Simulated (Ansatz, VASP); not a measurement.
## Two plane-wave programs on Ti

```
Ti
1.0
    -1.64100    1.64100    1.64100
     1.64100   -1.64100    1.64100
     1.64100    1.64100   -1.64100
Ti
1
Cartesian
  0.0000 0.0000 0.0000
```

Alike in both runs: task single point; functional PBE; k mesh 14 × 14 × 14; occupations gaussian, width 0.15 eV; no spin polarisation.

|  | VASP | Ansatz |
| --- | --- | --- |
| version | VASP 6.6.1 | Ansatz 0.2.0 |
| potentials or method | VASP PAW PBE potentials, release 64 (Ti_sv), cutoff 500 eV | scalar-relativistic, plane waves, PAW |
| valence electrons in the cell | 12 | 12 |

Ansatz gave:

* gap on the k mesh at the Fermi level (eV): none
* pressure (GPa): -2.4

Task: Estimate VASP's values.

Result: gap on the k mesh at the Fermi level (eV): none; pressure (GPa): -2.6.

A gap of «none» marks a metal or a gap that the smearing closes.
